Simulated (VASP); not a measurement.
Wanted: the native input for a VASP 6.6.1 run.

- Task: single point
- Functional: LDA
- Potentials or basis: VASP PAW LDA potentials, release 64 (Mg)
- Cutoff: 600 eV
- k mesh: 15 × 15 × 15
- Occupations: fermi-dirac, width 0.08 eV
- Spin: no spin polarisation
- Dipole correction: no
- Further INCAR settings: ALGO = Normal; EDIFF = 1e-06; NBANDS = 7

The structure of Mg lies in POSCAR:

```
Mg
1.0
    0.0000000000      2.2164113075      2.2164113075
    2.2164113075      0.0000000000      2.2164113075
    2.2164113075      2.2164113075      0.0000000000
Mg
1
Direct
    0.0000000000      0.0000000000      0.0000000000
```

The input as run:

INCAR

```
ALGO     = Normal         # electronic algorithm
EDIFF    = 1E-6           # SCF threshold, eV
ENCUT    = 600            # plane-wave cutoff, eV
GGA      = CA             # functional
GGA_COMPAT= F            
ISIF     = 2              # what is computed and relaxed
ISMEAR   = -1             # smearing method
LASPH    = T              # aspherical terms in the spheres
LCHARG   = T              # write CHGCAR
LELF     = T              # ELF
LREAL    = F              # projectors in reciprocal space
LVHAR    = T            
LWAVE    = F              # write WAVECAR
NBANDS   = 7              # bands
NELM     = 120            # most SCF steps
PREC     = Accurate       # precision mode
SIGMA    = 0.08           # smearing width, eV
```

KPOINTS

```
k-points
0
Gamma
  15 15 15
```

Potentials or basis: VASP PAW LDA potentials, release 64 (Mg).

The run is started by

```bash
$ cat potpaw_LDA.64/Mg/POTCAR > POTCAR
$ mpirun -np 1 vasp_std > vasp.out
```

It gave:

```json
{"Pressure": "-0.3 GPa", "Band gap on the k mesh": "zero (band 1 reaches 3.89 eV, above the bottom of band 2 at 1.61 eV)"}
```

Wall time 13 s on 1 thread of AMD EPYC 9R45 96-Core Processor (Zen 5), with other jobs on the host, peak memory 0.12 GiB.
